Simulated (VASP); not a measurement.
Set up this calculation in VASP 6.6.1, as the native input.

```yaml
Task: single point
Functional: PBEsol
Potentials_or_basis: VASP PAW PBE potentials, release 64 (Zn, O)
Cutoff: 520 eV
k_mesh: 8 × 8 × 4
Occupations: gaussian, width 0.01 eV
Spin: no spin polarisation
Dipole_correction: no
Further_INCAR_settings: ALGO = Normal; EDIFF = 1e-06; NBANDS = 26
```

The structure of ZnO lies in POSCAR:

```
ZnO
1.0
    3.2156672142      0.0000000000      0.0000000000
   -1.6078336071      2.7848494976      0.0000000000
    0.0000000000      0.0000000000      5.1909241372
Zn O
2 2
Direct
    0.3333333333      0.6666666667      0.5000430737
    0.6666666667      0.3333333333      0.0000430737
    0.6666666667      0.3333333333      0.3789669263
    0.3333333333      0.6666666667      0.8789669263
```

The input as run:

INCAR

```
PREC     = Accurate       # precision mode
ENCUT    = 520            # plane-wave cutoff, eV
EDIFF    = 1E-6           # SCF threshold, eV
ISMEAR   = 0              # smearing method
SIGMA    = 0.01           # smearing width, eV
LREAL    = F              # projectors in reciprocal space
LASPH    = T              # aspherical terms in the spheres
NELM     = 100            # most SCF steps
ALGO     = Normal         # electronic algorithm
ISIF     = 2              # what is computed and relaxed
LWAVE    = F              # write WAVECAR
LCHARG   = F              # write CHGCAR
GGA      = PS             # functional
NBANDS   = 26             # bands
```

KPOINTS

```
Automatic mesh
0
Gamma
  8 8 4
```

Potentials or basis: VASP PAW PBE potentials, release 64 (Zn, O).

Launch:

```bash
$ cat potpaw_PBE.64/Zn/POTCAR potpaw_PBE.64/O/POTCAR > POTCAR
$ mpirun -np 1 vasp_std > vasp.out
```

Results of the run:

```json
{
 "Pressure": "2.8 GPa",
 "Band gap on the k mesh": "0.71 eV"
}
```

Caveat: the PAW data sets were made with another functional, which shifts forces and pressure a little.

Wall time 52 s on 1 thread of Intel Xeon 8259CL, with other jobs on the host, peak memory 0.17 GiB.
